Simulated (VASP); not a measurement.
Crystal: GaN.

```
CELL_PARAMETERS angstrom
0.00000 2.13524 2.13524
2.13524 0.00000 2.13524
2.13524 2.13524 0.00000
ATOMIC_POSITIONS crystal
Ga 0.00000 0.00000 0.00000
N 0.50000 0.50000 0.50000
```

| Property | Result |
| --- | --- |
| Program | VASP 6.6.1 |
| Task | relaxation of cell and atoms |
| Functional | RPBE |
| Dispersion | D4 |
| Potentials or basis | VASP PAW PBE potentials, release 64 (Ga_d, N) |
| Cutoff | 600 eV |
| k mesh | 11 × 11 × 11 |
| Occupations | fermi-dirac, width 0.05 eV |
| Spin | no spin polarisation |

At the start: pressure -10.1 GPa; volume 9.74 Å³/atom.

Question: Where does the relaxation end?

Answer: Over 6 steps the energy falls by 15.5 meV/atom and the volume is 9.27 Å³/atom (-4.8 %); space group Fm-3m (No. 225, to 0.05 Å).

The path:
| step | energy change (eV) | largest force (eV/Å) | pressure (GPa) | volume (Å³) |
| --- | --- | --- | --- | --- |
| 1 | 0.0000 | 0.0000 | -10.09 | 19.47 |
| 2 | -0.0081 | 0.0000 | 10.49 | 17.79 |
| 3 | -0.0310 | 0.0000 | -0.17 | 18.53 |
| 4 | -0.0310 | 0.0000 | 0.25 | 18.52 |
| 5 | -0.0310 | 0.0000 | -0.30 | 18.55 |
| 6 | -0.0310 | 0.0000 | 0.05 | 18.53 |

Final structure:
```
CELL_PARAMETERS angstrom
0.00000 2.10039 2.10039
2.10039 0.00000 2.10039
2.10039 2.10039 0.00000
ATOMIC_POSITIONS crystal
Ga 0.00000 0.00000 0.00000
N 0.50000 0.50000 0.50000
```

Caveat: the PAW data sets were made with another functional, which shifts forces and pressure a little.
